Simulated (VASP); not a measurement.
# Si2Ge2Ir (I4/mmm) in VASP: relaxation of cell and atoms with PBE

Aim: the relaxation of cell and atoms of Si2Ge2Ir with PBE.

Everything below comes from runs of VASP 6.6.1. Logs are shortened: lines on timing, memory, paths and dates and some standing lists are left out, and cuts for length are marked.

**1. The cell of the first run**

It takes space group I4/mmm (No. 139, tetragonal). The conventional cell has a = 4.552 Å, b = 4.552 Å, c = 8.480 Å, α = 90.00°, β = 90.00°, γ = 90.00°. Within 2.8 Å of Si (site symmetry -4m2) lie 2 Ge at 2.12 Å. Within 2.8 Å of Ge (site symmetry mmm) lie 2 Si at 2.12 Å and 2 Ir at 2.28 Å. Ir (site symmetry 4/mmm) has 4 Ge at 2.28 Å and 8 Si at 3.11 Å within 3.2 Å.

The cell was generated, and may not be a known phase.

**2. Relaxation of cell and atoms, PBE**

File INCAR:

```
SYSTEM = Si2Ge2Ir
ALGO = Normal
EDIFF = 1E-7
EDIFFG = -0.08
ENCUT = 500
GGA = PE
GGA_COMPAT = .FALSE.
IBRION = 2
ISIF = 3
ISMEAR = 0
LASPH = .TRUE.
LCHARG = .FALSE.
LREAL = .FALSE.
LWAVE = .FALSE.
NELM = 120
NELMIN = 4
NSW = 36
PREC = Accurate
SIGMA = 0.2
```

File KPOINTS:

```
k-points
0
G
  5 5 5
  0 0 0
```

File POSCAR:

```
Si2Ge2Ir
1.0
   -2.2762039600      2.2762039600      4.2401102300
    2.2762039600     -2.2762039600      4.2401102300
    2.2762039600      2.2762039600     -4.2401102300
Si Ge Ir
2 2 1
Direct
    0.7500000000      0.2500000000      0.5000000000
    0.2500000000      0.7500000000      0.5000000000
    0.5000000000      0.0000000000      0.5000000000
    0.0000000000      0.5000000000      0.5000000000
    0.5000000000      0.5000000000      0.0000000000
```

Potentials or basis: VASP PAW PBE potentials, release 64 (Si, Ge_d, Ir).

On the command line:

```console
cat potpaw_PBE.64/Si/POTCAR potpaw_PBE.64/Ge_d/POTCAR potpaw_PBE.64/Ir/POTCAR > POTCAR
mpirun -np 1 vasp_std > vasp.out
```

OUTCAR:

```text
SYSTEM = Si2Ge2Ir
   EDIFF = 1E-7
   EDIFFG = -0.08
   ENCUT = 500
   GGA = PE
   IBRION = 2
   ISIF = 3
   ISMEAR = 0
   LASPH = .TRUE.
   LREAL = .FALSE.
   NELM = 120
   NELMIN = 4
   NSW = 36
   PREC = Accurate

 ion  position               nearest neighbor table
   1  0.750  0.250  0.500-   3 2.12   4 2.12   5 3.11   5 3.11   5 3.11   5 3.11
   2  0.250  0.750  0.500-   3 2.12   4 2.12   5 3.11   5 3.11   5 3.11   5 3.11
   3  0.500  0.000  0.500-   1 2.12   2 2.12   5 2.28   5 2.28
   4  0.000  0.500  0.500-   1 2.12   2 2.12   5 2.28   5 2.28
   5  0.500  0.500  0.000-   3 2.28   4 2.28   3 2.28   4 2.28   2 3.11   1 3.11   1 3.11   2 3.11
                             2 3.11   1 3.11   1 3.11   2 3.11

  LATTYP: Found a body centered tetragonal cell.
 ALAT       =     4.5524079200
 C/A-ratio  =     1.8627988987

  Lattice vectors:

 A1 = (  -2.2762039600,   2.2762039600,   4.2401102300)
 A2 = (   2.2762039600,  -2.2762039600,   4.2401102300)
 A3 = (   2.2762039600,   2.2762039600,  -4.2401102300)

Analysis of symmetry for initial positions (statically):
=====================================================================
 Subroutine PRICEL returns:
 Original cell was already a primitive cell.

 Routine SETGRP: Setting up the symmetry group for a
 body centered tetragonal supercell.

 Subroutine GETGRP returns: Found 16 space group operations
 (whereof 16 operations were pure point group operations)
 out of a pool of 16 trial point group operations.

The static configuration has the point symmetry D_4h.

Analysis of symmetry for dynamics (positions and initial velocities):
=====================================================================
 Subroutine PRICEL returns:
 Original cell was already a primitive cell.

 Routine SETGRP: Setting up the symmetry group for a
 body centered tetragonal supercell.

 Subroutine GETGRP returns: Found 16 space group operations
 (whereof 16 operations were pure point group operations)
 out of a pool of 16 trial point group operations.

The dynamic configuration has the point symmetry D_4h.

 Subroutine INISYM returns: Found 16 space group operations
 (whereof 16 operations are pure point group operations),
 and found     1 'primitive' translations

----------------------------------------------------------------------------------------

                                     Primitive cell

  volume of cell :      87.8738

  direct lattice vectors                    reciprocal lattice vectors
    -2.276203960  2.276203960  4.240110230     0.000000000  0.219663971  0.117921463
     2.276203960 -2.276203960  4.240110230     0.219663971  0.000000000  0.117921463
     2.276203960  2.276203960 -4.240110230     0.219663971  0.219663971  0.000000000

  length of vectors
     5.323602511  5.323602511  5.323602511     0.249314523  0.249314523  0.310651767

  position of ions in fractional coordinates (direct lattice)
     0.750000000  0.250000000  0.500000000
     0.250000000  0.750000000  0.500000000
     0.500000000  0.000000000  0.500000000
     0.000000000  0.500000000  0.500000000
     0.500000000  0.500000000  0.000000000

  ion indices of the primitive-cell ions
   primitive index   ion index
                 1           1
                 2           2
                 3           3
                 4           4
                 5           5

----------------------------------------------------------------------------------------

 KPOINTS: k-points

Automatic generation of k-mesh.
 Grid dimensions read from file:
 generate k-points for:    5    5    5

 Generating k-lattice:

  Cartesian coordinates                     Fractional coordinates (reciprocal lattice)
     0.000000000  0.043932794  0.023584293     0.200000000 -0.000000000  0.000000000
     0.043932794  0.000000000  0.023584293    -0.000000000  0.200000000  0.000000000
     0.043932794  0.043932794  0.000000000     0.000000000  0.000000000  0.200000000

  Length of vectors
     0.049862905  0.049862905  0.062130353

  Shift w.r.t. Gamma in fractional coordinates (k-lattice)
     0.000000000  0.000000000  0.000000000

 Subroutine IBZKPT returns following result:
 ===========================================

 Found     18 irreducible k-points:

 Following reciprocal coordinates:
            Coordinates               Weight
  0.000000  0.000000  0.000000      1.000000
  0.200000  0.000000  0.000000      8.000000
  0.400000 -0.000000  0.000000      8.000000
  0.200000  0.200000  0.000000      8.000000
  0.400000  0.200000  0.000000     16.000000
 -0.400000  0.200000 -0.000000     16.000000
[... 10 lines left out ...]
 -0.400000  0.400000  0.400000      4.000000
 -0.400000 -0.400000  0.400000      2.000000
   k-points           NKPTS =     18   k-points in BZ     NKDIM =     18   number of bands    NBANDS=     27
   number of dos      NEDOS =    301   number of ions     NIONS =      5
   total plane-waves  NPLWV =  64000
   dimension x,y,z NGX =    40 NGY =   40 NGZ =   40
   dimension x,y,z NGXF=    80 NGYF=   80 NGZF=   80
   ions per type =               2   2   1
   NGX,Y,Z   is equivalent  to a cutoff of  12.49, 12.49, 12.49 a.u.
   NGXF,Y,Z  is equivalent  to a cutoff of  24.98, 24.98, 24.98 a.u.
 SYSTEM =  Si2Ge2Ir
   PREC   = accura    normal or accurate (medium, high low for compatibility)
   ISTART =      0    job   : 0-new  1-cont  2-samecut
   ICHARG =      2    charge: 1-file 2-atom 10-const
   ISPIN  =      1    spin polarized calculation?
   LNONCOLLINEAR =      F non collinear calculations
   LSORBIT =      F    spin-orbit coupling
   LASPH  =      T    aspherical Exc in radial PAW
   ENCUT  =  500.0 eV  36.75 Ry    6.06 a.u.   9.71  9.71  9.71*2*pi/ulx,y,z
   NELM   =    120;   NELMIN=  4; NELMDL= -5     # of ELM steps
   EDIFF  = 0.1E-06   stopping-criterion for ELM
   LREAL  =      F    real-space projection
   EDIFFG = -.8E-01   stopping-criterion for IOM
   NSW    =     36    number of steps for IOM
   IBRION =      2    ionic relax: 0-MD 1-quasi-New 2-CG
   NFREE  =      1    steps in history (QN), initial steepest desc. (CG)
   ISIF   =      3    stress and relaxation
   ISYM   =      2    0-nonsym 1-usesym 2-fastsym
   POTIM  = 0.5000    time-step for ionic-motion
   TEBEG  =    0.0;   TEEND  =   0.0 temperature during run
   PSTRESS=    0.0 pullay stress
   NELECT =      45.0000    total number of electrons
   NUPDOWN=      -1.0000    fix difference up-down
   EMIN   =  10.00;   EMAX   =-10.00  energy-range for DOS
   EFERMI =   0.00;   METHOD = LEGACY
   ISMEAR =     0;   SIGMA  =   0.20  broadening in eV -4-tet -1-fermi 0-gaus
   EFERMI_NEDOS =   21; number of points for ismear=-14 and -15
   IALGO  =     38    algorithm
   IMIX   =      4    mixing-type and parameters
     AMIX     =   0.40;   BMIX     =  1.00
     AMIX_MAG =   1.60;   BMIX_MAG =  1.00
  volume/ion in A,a.u.               =      17.57       118.60
  Fermi-wavevector in a.u.,A,eV,Ry     =   1.309762  2.475092 23.340488  1.715477
  Thomas-Fermi vector in A             =   2.440339
   LORBIT       =      0    0 simple, 1 ext, 2 COOP (PROOUT), +10 PAW based schemes
   GGA     = PE    functional components
   LHFCALC =     F    Hartree Fock is set to
   AEXX    =    0.0000 exact exchange contribution
   IVDW    =     0    specifies the selected vdW correction
   LEPSILON=     F    determine dielectric tensor
   LRPA    =     F    only Hartree local field effects (RPA)
 conjugate gradient relaxation of ions
 non-spin polarized calculation
 Gauss-broadening in eV      SIGMA  =   0.20
  energy-cutoff  :      500.00
  volume of cell :       87.87
 maximum number of plane-waves:      2283
   NGX = 19   NGY = 19   NGZ = 19

--------------------------------------- Ionic step        1  -------------------------------------------

 number of electron      44.9999975 magnetization

 Free energy of the ion-electron system (eV)
  ---------------------------------------------------
  ext. energy  EPLUGINS =         0.00000000
  ---------------------------------------------------
  free energy    TOTEN  =       -20.88903756 eV

  energy without entropy =      -20.81092573  energy(sigma->0) =      -20.84998164

 E-fermi :   7.6283     XC(G=0): -11.0046

 val. band max:        7.5651419476   @ k =  -0.2000   0.2000   0.0000
 cond. band min:       7.6567051136   @ k =  -0.4000   0.4000   0.2000
 fundamental gap:      0.0915631659
 Fermi energy:         7.6282557688

 k-point     1 :       0.0000    0.0000    0.0000
  band No.  band energies     occupation
      1     -17.7581      2.00000
      2     -17.7230      2.00000
      3     -17.6281      2.00000
      4     -17.6192      2.00000
      5     -17.6079      2.00000
      6     -17.6079      2.00000
[... 604 lines left out ...]
  energy  without entropy=      -22.5764132292  energy(sigma->0) =      -22.62880753

--------------------------------------- Ionic step        3  -------------------------------------------

 number of electron      45.0000017 magnetization

 E-fermi :   4.4536     XC(G=0):  -9.6970

 val. band max:        4.4347776321   @ k =   0.2000   0.0000   0.0000
 cond. band min:       4.4849648237   @ k =   0.2000   0.2000   0.2000
 fundamental gap:      0.0501871916
 Fermi energy:         4.4535757269

 k-point     1 :       0.0000    0.0000    0.0000
  band No.  band energies     occupation
      1     -20.3418      2.00000
      2     -20.3298      2.00000
      3     -20.3045      2.00000
      4     -20.3045      2.00000
      5     -20.2623      2.00000
      6     -20.2348      2.00000
[... 682 lines left out ...]
  energy  without entropy=      -24.2572442072  energy(sigma->0) =      -24.29680647

--------------------------------------- Ionic step        7  -------------------------------------------

 number of electron      45.0000020 magnetization

 Free energy of the ion-electron system (eV)
  ---------------------------------------------------
  ext. energy  EPLUGINS =         0.00000000
  ---------------------------------------------------
  free energy    TOTEN  =       -24.34485403 eV

  energy without entropy =      -24.26452655  energy(sigma->0) =      -24.30469029

 E-fermi :   4.6376     XC(G=0):  -9.8049

 val. band max:        4.6105123404   @ k =   0.2000   0.0000   0.0000
 cond. band min:       4.6455896157   @ k =  -0.4000  -0.4000   0.2000
 fundamental gap:      0.0350772753
 Fermi energy:         4.6375625648

 k-point     1 :       0.0000    0.0000    0.0000
  band No.  band energies     occupation
      1     -20.2212      2.00000
      2     -20.2067      2.00000
      3     -20.1827      2.00000
      4     -20.1827      2.00000
      5     -20.1522      2.00000
      6     -20.1243      2.00000
[... 561 lines left out ...]
  FREE ENERGIE OF THE ION-ELECTRON SYSTEM (eV)
  ---------------------------------------------------
  free  energy   TOTEN  =       -24.3448540318 eV

  energy  without entropy=      -24.2645265531  energy(sigma->0) =      -24.30469029

 reached required accuracy - stopping structural energy minimisation
```

Wall time 8.5 min (1 thread of Intel Xeon 8259CL, shared host); peak memory 0.28 GiB.

What came out:

| Item | Value |
| --- | --- |
| Free energy | -24.3449 eV |
| Relaxed volume | 23.12 Å³/atom |
| Relaxed cell | a = 6.193 Å, b = 6.193 Å, c = 6.193 Å, α = 135.35°, β = 135.35°, γ = 64.99° |
| Space group after relaxing (to 0.1 Å) | I4/mmm (No. 139) |
| Energy gained by relaxing | 691.2 meV/atom |
| Ionic steps | 7 |
| Pressure after relaxing | -0.3 GPa |
| Band gap on the k mesh | zero (an odd number of electrons rules out a gap without spin polarisation) |

The path:
| step | energy change (eV) | largest force (eV/Å) | pressure (GPa) | volume (Å³) |
| --- | --- | --- | --- | --- |
| 1 | 0.0000 | 0.0000 | 38.08 | 87.87 |
| 2 | -1.7922 | 0.0000 | -11.39 | 151.02 |
| 3 | -3.2755 | 0.0000 | -2.14 | 117.93 |
| 4 | -3.2767 | 0.0000 | -1.76 | 117.28 |
| 5 | -3.4392 | 0.0000 | 0.31 | 114.20 |
| 6 | -3.4473 | 0.0000 | 1.19 | 113.32 |
| 7 | -3.4558 | 0.0000 | -0.31 | 115.62 |

Final structure:
```cif
data_structure
_symmetry_space_group_name_H-M 'P 1'
_symmetry_Int_Tables_number 1
_cell_length_a 6.1928
_cell_length_b 6.1928
_cell_length_c 6.1928
_cell_angle_alpha 135.349
_cell_angle_beta 135.349
_cell_angle_gamma 64.989
_cell_volume 115.62
loop_
_atom_site_label
_atom_site_type_symbol
_atom_site_fract_x
_atom_site_fract_y
_atom_site_fract_z
_atom_site_occupancy
Si1 Si 0.75000 0.25000 0.50000 1
Si2 Si 0.25000 0.75000 0.50000 1
Ge1 Ge 0.50000 0.00000 0.50000 1
Ge2 Ge 0.00000 0.50000 0.50000 1
Ir1 Ir 0.50000 0.50000 0.00000 1
```

Caveat: the volume moved by over 15 % at a fixed basis, so the end points are rough; spin-orbit coupling is left out, which moves the levels of the heavy elements.

The gap in the log of VASP goes by the Fermi energy; the results here count the filled bands.